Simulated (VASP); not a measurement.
# In2TeO2 (P-3m1) in VASP: further runs, part 2 of 3

VASP 6.6.1. Earlier steps stand in the parts before.

### 3 Single point, PBE

This run uses another cell than the first one, of 18.32 Å³/atom.

Input file INCAR:

```
SYSTEM = In2TeO2
ALGO = Normal ; EDIFF = 1E-7
ENCUT = 520 ; GGA = PE
ISIF = 2 ; ISMEAR = 0
LASPH = .True. ; LCHARG = .True.
LELF = .True. ; LREAL = .False.
LVHAR = .True. ; LWAVE = .False.
NBANDS = 30 ; NELM = 80
PREC = Accurate ; SIGMA = 0.1
```

Input file KPOINTS:

```
k-points
0
Gamma
  6 6 4
  0 0 0
```

Input file POSCAR:

```
In2TeO2
1.0
    3.7716146951      0.0000000000      0.0000000000
   -1.8858073475      3.2663141392      0.0000000000
    0.0000000000      0.0000000000      7.4366301804
In Te O
2 1 2
Direct
    0.3333333333      0.6666666667      0.3111567904
    0.6666666667      0.3333333333      0.6888432096
    0.0000000000      0.0000000000      0.0000000000
    0.3333333333      0.6666666667      0.6186047682
    0.6666666667      0.3333333333      0.3813952318
```

Potentials or basis: VASP PAW PBE potentials, release 64 (In_d, Te, O).

On the command line:

```console
> cat potpaw_PBE.64/In_d/POTCAR potpaw_PBE.64/Te/POTCAR potpaw_PBE.64/O/POTCAR > POTCAR
> mpirun -np 1 vasp_std > vasp.out
```

OUTCAR:

```text
SYSTEM = In2TeO2
   EDIFF = 1E-7
   ENCUT = 520
   GGA = PE
   ISIF = 2
   ISMEAR = 0
   LASPH = .True.
   LREAL = .False.
   NELM = 80
   PREC = Accurate

 ion  position               nearest neighbor table
   1  0.333  0.667  0.311-   5 2.24   5 2.24   5 2.24   4 2.29   3 3.18   3 3.18   3 3.18   2 3.55
                             2 3.55   2 3.55
   2  0.667  0.333  0.689-   4 2.24   4 2.24   4 2.24   5 2.29   3 3.18   3 3.18   3 3.18   1 3.55
                             1 3.55   1 3.55
   3  0.000  0.000  0.000-   1 3.18   2 3.18   1 3.18   2 3.18   2 3.18   1 3.18
   4  0.333  0.667  0.619-   2 2.24   2 2.24   2 2.24   1 2.29
   5  0.667  0.333  0.381-   1 2.24   1 2.24   1 2.24   2 2.29

  LATTYP: Found a hexagonal cell.
 ALAT       =     3.7716146951
 C/A-ratio  =     1.9717364528

  Lattice vectors:

 A1 = (   3.7716146951,   0.0000000000,   0.0000000000)
 A2 = (  -1.8858073475,   3.2663141392,   0.0000000000)
 A3 = (   0.0000000000,   0.0000000000,   7.4366301804)

Analysis of symmetry for initial positions (statically):
=====================================================================
 Subroutine PRICEL returns:
 Original cell was already a primitive cell.

 Routine SETGRP: Setting up the symmetry group for a
 hexagonal supercell.

 Subroutine GETGRP returns: Found 12 space group operations
 (whereof 12 operations were pure point group operations)
 out of a pool of 24 trial point group operations.

The static configuration has the point symmetry D_3d.

Analysis of symmetry for dynamics (positions and initial velocities):
=====================================================================
 Subroutine PRICEL returns:
 Original cell was already a primitive cell.

 Routine SETGRP: Setting up the symmetry group for a
 hexagonal supercell.

 Subroutine GETGRP returns: Found 12 space group operations
 (whereof 12 operations were pure point group operations)
 out of a pool of 24 trial point group operations.

The dynamic configuration has the point symmetry D_3d.

 Subroutine INISYM returns: Found 12 space group operations
 (whereof 12 operations are pure point group operations),
 and found     1 'primitive' translations

----------------------------------------------------------------------------------------

                                     Primitive cell

  volume of cell :      91.6139

  direct lattice vectors                    reciprocal lattice vectors
     3.771614695  0.000000000  0.000000000     0.265138430  0.153077744  0.000000000
    -1.885807347  3.266314139  0.000000000     0.000000000  0.306155488  0.000000000
     0.000000000  0.000000000  7.436630180     0.000000000  0.000000000  0.134469508

  length of vectors
     3.771614695  3.771614695  7.436630180     0.306155488  0.306155488  0.134469508

  position of ions in fractional coordinates (direct lattice)
     0.333333333  0.666666667  0.311156790
     0.666666667  0.333333333  0.688843210
     0.000000000  0.000000000  0.000000000
     0.333333333  0.666666667  0.618604768
     0.666666667  0.333333333  0.381395232

  ion indices of the primitive-cell ions
   primitive index   ion index
                 1           1
                 2           2
[... 27 lines left out ...]

 Found     24 irreducible k-points:

 Following reciprocal coordinates:
            Coordinates               Weight
  0.000000  0.000000  0.000000      1.000000
  0.166667  0.000000  0.000000      6.000000
  0.333333  0.000000  0.000000      6.000000
  0.500000  0.000000  0.000000      3.000000
  0.166667  0.166667  0.000000      6.000000
  0.333333  0.166667  0.000000     12.000000
[... 16 lines left out ...]
  0.333333  0.166667  0.500000     12.000000
  0.333333  0.333333  0.500000      2.000000
   k-points           NKPTS =     24   k-points in BZ     NKDIM =     24   number of bands    NBANDS=     30
   number of dos      NEDOS =    301   number of ions     NIONS =      5
   total plane-waves  NPLWV =  43904
   dimension x,y,z NGX =    28 NGY =   28 NGZ =   56
   dimension x,y,z NGXF=    56 NGYF=   56 NGZF=  112
   ions per type =               2   1   2
   NGX,Y,Z   is equivalent  to a cutoff of  12.34, 12.34, 12.52 a.u.
   NGXF,Y,Z  is equivalent  to a cutoff of  24.68, 24.68, 25.04 a.u.
 SYSTEM =  In2TeO2
   PREC   = accura    normal or accurate (medium, high low for compatibility)
   ISTART =      0    job   : 0-new  1-cont  2-samecut
   ICHARG =      2    charge: 1-file 2-atom 10-const
   ISPIN  =      1    spin polarized calculation?
   LNONCOLLINEAR =      F non collinear calculations
   LSORBIT =      F    spin-orbit coupling
   LASPH  =      T    aspherical Exc in radial PAW
   ENCUT  =  520.0 eV  38.22 Ry    6.18 a.u.   7.01  7.01 13.83*2*pi/ulx,y,z
   NELM   =     80;   NELMIN=  2; NELMDL= -5     # of ELM steps
   EDIFF  = 0.1E-06   stopping-criterion for ELM
   LREAL  =      F    real-space projection
   EDIFFG = 0.1E-05   stopping-criterion for IOM
   NSW    =      0    number of steps for IOM
   IBRION =     -1    ionic relax: 0-MD 1-quasi-New 2-CG
   NFREE  =      0    steps in history (QN), initial steepest desc. (CG)
   ISIF   =      2    stress and relaxation
   ISYM   =      2    0-nonsym 1-usesym 2-fastsym
   POTIM  = 0.5000    time-step for ionic-motion
   TEBEG  =    0.0;   TEEND  =   0.0 temperature during run
   PSTRESS=    0.0 pullay stress
   NELECT =      44.0000    total number of electrons
   NUPDOWN=      -1.0000    fix difference up-down
   EMIN   =  10.00;   EMAX   =-10.00  energy-range for DOS
   EFERMI =   0.00;   METHOD = LEGACY
   ISMEAR =     0;   SIGMA  =   0.10  broadening in eV -4-tet -1-fermi 0-gaus
   EFERMI_NEDOS =   21; number of points for ismear=-14 and -15
   IALGO  =     38    algorithm
   IMIX   =      4    mixing-type and parameters
     AMIX     =   0.40;   BMIX     =  1.00
     AMIX_MAG =   1.60;   BMIX_MAG =  1.00
  volume/ion in A,a.u.               =      18.32       123.65
  Fermi-wavevector in a.u.,A,eV,Ry     =   1.282051  2.422725 22.363274  1.643654
  Thomas-Fermi vector in A             =   2.414385
   LORBIT       =      0    0 simple, 1 ext, 2 COOP (PROOUT), +10 PAW based schemes
   GGA     = PE    functional components
   LHFCALC =     F    Hartree Fock is set to
   AEXX    =    0.0000 exact exchange contribution
   IVDW    =     0    specifies the selected vdW correction
   LEPSILON=     F    determine dielectric tensor
   LRPA    =     F    only Hartree local field effects (RPA)
 non-spin polarized calculation
 Gauss-broadening in eV      SIGMA  =   0.10
  energy-cutoff  :      520.00
  volume of cell :       91.61
 maximum number of plane-waves:      2486
   NGX = 13   NGY = 13   NGZ = 27

 number of electron      44.0000004 magnetization

 Free energy of the ion-electron system (eV)
  ---------------------------------------------------
  ext. energy  EPLUGINS =         0.00000000
  ---------------------------------------------------
  free energy    TOTEN  =       -22.80176706 eV

  energy without entropy =      -22.79443280  energy(sigma->0) =      -22.79809993

 E-fermi :   7.6509     XC(G=0): -10.4436

 val. band max:        7.4745270787   @ k =   0.1667   0.0000   0.2500
 cond. band min:       7.7028286340   @ k =   0.0000   0.1667   0.2500
 fundamental gap:      0.2283015553
 Fermi energy:         7.6508674329

 k-point     1 :       0.0000    0.0000    0.0000
  band No.  band energies     occupation
      1     -11.8691      2.00000
      2     -11.1905      2.00000
      3      -7.4508      2.00000
      4      -7.4508      2.00000
      5      -7.3988      2.00000
      6      -7.3988      2.00000
[... 781 lines left out ...]
     29      14.6031      0.00000
     30      14.6031      0.00000

------------------------ aborting loop because EDIFF is reached ----------------------------------------

  FORCE on cell =-STRESS in cart. coord.  units (eV):
  Direction    XX          YY          ZZ          XY          YZ          ZX
  --------------------------------------------------------------------------------------
  -------------------------------------------------------------------------------------
  Total        0.0306877      0.0306877      0.1435454      0.0000000      0.0000000     -0.0000000
  in kB        0.5366771      0.5366771      2.5103733      0.0000000      0.0000000     -0.0000000
  external PRESSURE =       1.1945758 kB  Pullay stress =       0.0000000 kB

 VOLUME and BASIS-vectors are now :
 -----------------------------------------------------------------------------
  energy-cutoff  :      520.00
  volume of cell :       91.61
      direct lattice vectors                 reciprocal lattice vectors
     3.771614695  0.000000000  0.000000000     0.265138430  0.153077744  0.000000000
    -1.885807347  3.266314139  0.000000000     0.000000000  0.306155488  0.000000000
     0.000000000  0.000000000  7.436630180     0.000000000  0.000000000  0.134469508

 POSITION                                       TOTAL-FORCE (eV/Angst)
 -----------------------------------------------------------------------------------
     -0.00000      2.17754      2.31396         0.000000      0.000000     -0.013979
      1.88581      1.08877      5.12267         0.000000     -0.000000      0.013979
      0.00000      0.00000      0.00000         0.000000      0.000000      0.000000
     -0.00000      2.17754      4.60033        -0.000000      0.000000      0.014712
      1.88581      1.08877      2.83630         0.000000     -0.000000     -0.014712
 -----------------------------------------------------------------------------------
    total drift:                                0.000000     -0.000000      0.000000

  FREE ENERGIE OF THE ION-ELECTRON SYSTEM (eV)
  ---------------------------------------------------
  free  energy   TOTEN  =       -22.8017670648 eV

  energy  without entropy=      -22.7944327996  energy(sigma->0) =      -22.79809993
```

stdout:

```text
POSCAR found type information on POSCAR InTeO
 POSCAR found :  3 types and       5 ions
 scaLAPACK will be used
 LDA part: xc-table for (Slater+PW92), standard interpolation
 POSCAR, INCAR and KPOINTS ok, starting setup
 FFT: planning ... GRIDC
 FFT: planning ... GRID_SOFT
 FFT: planning ... GRID
 WAVECAR not read
 entering main loop
```

It took 55 s on 1 thread of AMD EPYC 9R45 (Zen 5), shared host; peak memory 0.2 GiB.

Results:

```yaml
Free_energy: -22.8018 eV
Pressure: 0.1 GPa
Largest_force: 0.015 eV/Å
Band_gap_on_the_k_mesh: zero (bands 22 and 23 overlap by 1.06 eV)
```

Forces in eV/Å, atoms in the order of the input:
```
In   0.000  0.000 -0.014
In   0.000  0.000  0.014
Te   0.000  0.000  0.000
O    0.000  0.000  0.015
O    0.000  0.000 -0.015
```

Caveat: spin-orbit coupling is left out, which moves the levels of the heavy elements.

### 4 Single point, PBE

This run uses another cell than the first one, of the same volume but with other edges.

Input file INCAR:

```
SYSTEM = In2TeO2
PREC     = Accurate       ! precision mode
ENCUT    = 520            ! plane-wave cutoff, eV
EDIFF    = 1E-7           ! SCF threshold, eV
ISMEAR   = 0              ! smearing method
SIGMA    = 0.1            ! smearing width, eV
LREAL    = .FALSE.        ! projectors in reciprocal space
LASPH    = .TRUE.         ! aspherical terms in the spheres
NELM     = 60             ! most SCF steps
ALGO     = Normal         ! electronic algorithm
ISIF     = 2              ! what is computed and relaxed
LWAVE    = .FALSE.        ! write WAVECAR
LCHARG   = .FALSE.        ! write CHGCAR
GGA      = PE             ! functional
NBANDS   = 30             ! bands
```

Input file KPOINTS:

```
Automatic mesh
0
G
  12 12 6
  0 0 0
```

Input file POSCAR:

```
In2TeO2
1.0
    3.8047119159      0.0000000000      0.0000000000
   -1.9023559579      3.2949771732      0.0000000000
    0.0000000000      0.0000000000      7.2790099899
In Te O
2 1 2
Direct
    0.3333333333      0.6666666667      0.3090457931
    0.6666666667      0.3333333333      0.6909542069
    0.0000000000      0.0000000000      0.0000000000
    0.3333333333      0.6666666667      0.6190233740
    0.6666666667      0.3333333333      0.3809766260
```

Potentials or basis: VASP PAW PBE potentials, release 64 (In_d, Te, O).

On the command line:

```console
> cat potpaw_PBE.64/In_d/POTCAR potpaw_PBE.64/Te/POTCAR potpaw_PBE.64/O/POTCAR > POTCAR
> mpirun -np 1 vasp_std > vasp.out
```

OUTCAR:

```text
SYSTEM = In2TeO2
   PREC = Accurate
   ENCUT = 520
   EDIFF = 1E-7
   ISMEAR = 0
   LREAL = .FALSE.
   LASPH = .TRUE.
   NELM = 60
   ISIF = 2
   GGA = PE

 ion  position               nearest neighbor table
   1  0.333  0.667  0.309-   4 2.26   5 2.26   5 2.26   5 2.26   3 3.14   3 3.14   3 3.14   2 3.54
                             2 3.54   2 3.54
   2  0.667  0.333  0.691-   5 2.26   4 2.26   4 2.26   4 2.26   3 3.14   3 3.14   3 3.14   1 3.54
                             1 3.54   1 3.54
   3  0.000  0.000  0.000-   1 3.14   2 3.14   1 3.14   2 3.14   2 3.14   1 3.14
   4  0.333  0.667  0.619-   1 2.26   2 2.26   2 2.26   2 2.26
[... 998 lines left out ...]
  -------------------------------------------------------------------------------------
  Total        0.0764464      0.0764464      0.0869879      0.0000000      0.0000000      0.0000000
  in kB        1.3422115      1.3422115      1.5272951      0.0000000      0.0000000      0.0000000
  external PRESSURE =       1.4039060 kB  Pullay stress =       0.0000000 kB

 VOLUME and BASIS-vectors are now :
 -----------------------------------------------------------------------------
  energy-cutoff  :      520.00
  volume of cell :       91.25
      direct lattice vectors                 reciprocal lattice vectors
     3.804711916  0.000000000  0.000000000     0.262831989  0.151746120  0.000000000
    -1.902355958  3.294977173  0.000000000     0.000000000  0.303492239  0.000000000
     0.000000000  0.000000000  7.279009990     0.000000000  0.000000000  0.137381320

 POSITION                                       TOTAL-FORCE (eV/Angst)
 -----------------------------------------------------------------------------------
     -0.00000      2.19665      2.24955        -0.000000      0.000000     -0.033043
      1.90236      1.09833      5.02946        -0.000000     -0.000000      0.033043
      0.00000      0.00000      0.00000        -0.000000      0.000000      0.000000
     -0.00000      2.19665      4.50588        -0.000000      0.000000      0.014188
      1.90236      1.09833      2.77313         0.000000      0.000000     -0.014188
 -----------------------------------------------------------------------------------
    total drift:                                0.000000     -0.000000      0.000000

  FREE ENERGIE OF THE ION-ELECTRON SYSTEM (eV)
  ---------------------------------------------------
  free  energy   TOTEN  =       -22.7753865848 eV

  energy  without entropy=      -22.7662416282  energy(sigma->0) =      -22.77081411
```

Run time: 3.4 min. Hardware: 1 thread of AMD EPYC 9R45 (Zen 5), shared host; peak memory 0.35 GiB.

Results:

- Free energy: -22.7754 eV
- Pressure: 0.1 GPa
- Largest force: 0.033 eV/Å
- Band gap on the k mesh: zero (bands 22 and 23 overlap by 0.95 eV)

Forces in eV/Å, atoms in the order of the input:
```
In   0.000  0.000 -0.033
In   0.000  0.000  0.033
Te   0.000  0.000  0.000
O    0.000  0.000  0.014
O    0.000  0.000 -0.014
```

Levels at points of the mesh, in eV from the Fermi level:
```tsv
k point	band 19	band 20	band 21	band 22	band 23	band 24	band 25	band 26
(0.00, 0.00, 0.00)	-3.15	-2.40	-2.06	0.41	0.41	2.53	4.54	6.05
(0.50, 0.00, 0.00)	-3.65	-2.69	-2.21	-0.70	-0.54	2.15	3.50	4.76
(0.00, 0.00, 0.50)	-3.15	-3.15	0.41	0.41	0.58	1.50	4.58	5.34
(0.50, 0.00, 0.50)	-3.75	-3.71	-1.65	-0.70	-0.29	2.05	3.19	4.60
```

Caveat: spin-orbit coupling is left out, which moves the levels of the heavy elements.

### 5 Relaxation of cell and atoms, PBE

Input file INCAR:

```
SYSTEM = In2TeO2
PREC = Accurate
ENCUT = 600
EDIFF = 1E-7
ISMEAR = 0
SIGMA = 0.1
LREAL = .FALSE.
LASPH = .TRUE.
NELM = 60
ALGO = Normal
ISIF = 3
LWAVE = .FALSE.
LCHARG = .FALSE.
GGA = PE
IBRION = 2
NSW = 90
EDIFFG = -0.04
```

Input file KPOINTS:

```
Automatic mesh
0
G
  6 6 4
  0 0 0
```

Input file POSCAR:

```
In2TeO2
1.0
    3.8992642800      0.0000000000      0.0000000000
   -1.9496321400      3.3768619200      0.0000000000
    0.0000000000      0.0000000000      6.9337390700
In Te O
2 1 2
Direct
    0.3333333300      0.6666666700      0.2899999900
    0.6666666700      0.3333333300      0.7100000100
    0.0000000000      0.0000000000      0.0000000000
    0.3333333300      0.6666666700      0.6200000000
    0.6666666700      0.3333333300      0.3800000000
```

On the command line:

```console
> cat potpaw_PBE.64/In_d/POTCAR potpaw_PBE.64/Te/POTCAR potpaw_PBE.64/O/POTCAR > POTCAR
> mpirun -np 1 vasp_std > vasp.out
```

It took 7.8 min on 1 thread of AMD EPYC 9R45 (Zen 5), shared host; peak memory 0.25 GiB.

It converged, with:

| Item | Value |
| --- | --- |
| Free energy | -22.8058 eV |
| Relaxed volume | 18.34 Å³/atom |
| Relaxed cell | a = 3.760 Å, b = 3.760 Å, c = 7.490 Å, α = 90.00°, β = 90.00°, γ = 120.00° |
| Space group after relaxing (to 0.1 Å) | P-3m1 (No. 164) |
| Energy gained by relaxing | 49.5 meV/atom |
| Ionic steps | 12 |
| Pressure after relaxing | 0.1 GPa |
| Largest force after relaxing | 0.024 eV/Å |
| Band gap on the k mesh | zero (bands 22 and 23 overlap by 1.12 eV) |

Forces on the atoms (eV/Å):
```
In   0.000  0.000 -0.024
In   0.000  0.000  0.024
Te   0.000  0.000  0.000
O    0.000  0.000  0.012
O    0.000  0.000 -0.012
```

Step by step:
```tsv
step	energy change (eV)	largest force (eV/Å)	pressure (GPa)	volume (Å³)
1	0.0000	1.5456	-1.87	91.30
2	-0.1621	0.4142	2.06	88.51
3	-0.1646	0.2321	2.73	88.13
4	-0.2113	0.1219	-0.16	91.25
5	-0.2125	0.1495	-0.69	91.90
6	-0.2282	0.1282	-0.30	91.69
7	-0.2350	0.1554	0.08	91.50
8	-0.2396	0.2672	0.96	91.08
9	-0.2462	0.1150	-0.10	92.10
10	-0.2462	0.1112	-0.12	92.13
11	-0.2472	0.0722	-0.02	91.94
12	-0.2476	0.0240	0.11	91.69
```

Final structure:
```
In Te O
1.0
     3.75979    0.00000    0.00000
    -1.87989    3.25607    0.00000
     0.00000    0.00000    7.48999
In Te O
2 1 2
Direct
  0.33333 0.66667 0.31174
  0.66667 0.33333 0.68826
  0.00000 0.00000 0.00000
  0.33333 0.66667 0.61837
  0.66667 0.33333 0.38163
```

Levels at points of the mesh, in eV from the Fermi level:
| k point | band 18 | band 19 | band 20 | band 21 | band 22 | band 23 | band 24 | band 25 | band 26 |
| --- | --- | --- | --- | --- | --- | --- | --- | --- | --- |
| (0.00, 0.00, 0.00) | -3.35 | -3.35 | -2.59 | -2.41 | 0.49 | 0.49 | 2.12 | 4.61 | 6.19 |
| (0.50, 0.00, 0.00) | -3.91 | -3.84 | -2.91 | -2.41 | -0.72 | -0.62 | 1.86 | 3.30 | 4.60 |
| (0.00, 0.00, 0.50) | -4.15 | -3.35 | -3.35 | 0.27 | 0.49 | 0.49 | 1.05 | 4.65 | 5.51 |
| (0.50, 0.00, 0.50) | -4.02 | -3.98 | -3.93 | -1.86 | -0.72 | -0.36 | 1.80 | 2.94 | 4.49 |

Caveat: spin-orbit coupling is left out, which moves the levels of the heavy elements.

(Continued in part 3 of 3.)

The gap in the log of VASP goes by the Fermi energy; the results here count the filled bands.